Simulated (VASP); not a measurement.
KI:

```xyz
2
Lattice="0.0709 3.6152 3.6152 3.6152 0.0709 3.6152 3.6152 3.6152 0.0709" Properties=species:S:1:pos:R:3 pbc="T T T"
K     0.0000    0.0000    0.0000
I     3.6506    3.6506    3.6506
```

This cell differs from its parent crystal: strain along [111] +3.0%.

Base run:

| Item | Value |
| --- | --- |
| Program | VASP 6.6.1 |
| Functional | PBE |
| Potentials or basis | VASP PAW PBE potentials, release 64 (K_sv, I) |
| Cutoff | 520 eV |
| k mesh | 6 × 6 × 6 |
| Occupations | fermi-dirac, width 0.02 eV |
| Spin | no spin polarisation |

Its results: band gap on the k mesh 3.84 eV, direct; pressure 0.1 GPa.

Task: The run is repeated on the same cell with these changes: functional from PBE to r2SCAN; occupations from fermi-dirac, width 0.02 eV to gaussian, width 0.01 eV. What comes out?

Result: Band gap on the k mesh 4.48 eV, direct; pressure -0.3 GPa.

Caveats: spin-orbit coupling is left out, which moves the levels of the heavy elements; the PAW data sets were made with another functional, which shifts forces and pressure a little (some runs).

